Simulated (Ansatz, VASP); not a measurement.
LiBr: VASP beside Ansatz

File INCAR:

```
PREC     = Accurate       # precision mode
ENCUT    = 750            # plane-wave cutoff, eV
EDIFF    = 1E-6           # SCF threshold, eV
ISMEAR   = 0              # smearing method
SIGMA    = 0.01           # smearing width, eV
LREAL    = False          # projectors in reciprocal space
LASPH    = True           # aspherical terms in the spheres
NELM     = 120            # most SCF steps
ALGO     = Normal         # electronic algorithm
ISIF     = 2              # what is computed and relaxed
LWAVE    = False          # write WAVECAR
LCHARG   = False          # write CHGCAR
GGA      = PE             # functional
NBANDS   = 12             # bands
GGA_COMPAT= False
```

KPOINTS

```
Automatic mesh
0
Gamma
  6 6 6
```

POSCAR

```
LiBr
1.0
    0.0000000000      2.7395650468      2.7395650468
    2.7395650468      0.0000000000      2.7395650468
    2.7395650468      2.7395650468      0.0000000000
Li Br
1 1
Direct
    0.0000000000      0.0000000000      0.0000000000
    0.5000000000      0.5000000000      0.5000000000
```

Input for Ansatz:

```yaml
crystal:
  lattice:
    - [0.0, 2.7395650468, 2.7395650468]
    - [2.7395650468, 0.0, 2.7395650468]
    - [2.7395650468, 2.7395650468, 0.0]
  atoms:
    - { symbol: Li, position: [0.0, 0.0, 0.0] }
    - { symbol: Br, position: [0.5, 0.5, 0.5] }
kpoints:
  mp_grid: { grid: [6, 6, 6] }
hamiltonian:
  xc: pbe
scf:
  occupations: { method: fixed }
output:
  optics:
    e_range: [0, 20]
    de: 0.05
    sigma: 0.1
    bands: { spectra_wanted_up_to: 20 }
```

Alike in both runs: task single point; functional PBE; k mesh 6 × 6 × 6; no spin polarisation.

|  | VASP | Ansatz |
| --- | --- | --- |
| version | VASP 6.6.1 | Ansatz 0.2.0 |
| potentials or method | VASP PAW PBE potentials, release 64 (Li_sv, Br) | plane waves, PAW |
| plane-wave cutoff (eV) | 750 | 420 |
| occupations | gaussian, width 0.01 eV | fixed |
| valence electrons in the cell | 10 | 10 |

|  | VASP | Ansatz | Ansatz less VASP |
| --- | --- | --- | --- |
| gap on the k mesh at the Fermi level (eV) | 4.99 | 4.99 | -0.004 |
